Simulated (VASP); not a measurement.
A run of VASP 6.6.1 is set up as follows.

Contents of INCAR:

```
  ALGO = Normal
  EDIFF = 1E-6
  ENCUT = 520
  ISIF = 2
  ISMEAR = 0
  LASPH = T
  LCHARG = F
  LREAL = F
  LWAVE = F
  NBANDS = 8
  NELM = 80
  PREC = Accurate
  SIGMA = 0.15
```

Contents of KPOINTS:

```
k-points
0
Gamma
  20 20 20
```

File POSCAR:

```
Al
1.0
    0.0000000000      1.9733805000      1.9227810000
    1.9733805000      0.0000000000      1.9227810000
    1.9733805000      1.9733805000      0.0000000000
Al
1
Direct
    0.0000000000      0.0000000000      0.0000000000
```

Potentials or basis: VASP PAW LDA potentials, release 64 (Al).

Run with:

```sh
$ cat potpaw_LDA.64/Al/POTCAR > POTCAR
$ mpirun -np 1 vasp_std > vasp.out
```

Problem. Predict the pressure.

Solution. 5.2 GPa.

Stress tensor (GPa, compression positive):
```
4.80 0.00 0.00
0.00 4.80 0.00
0.00 0.00 6.09
```

Caveat: the cell differs from its parent crystal (strain -0.025 along x and y, -0.050 along z).
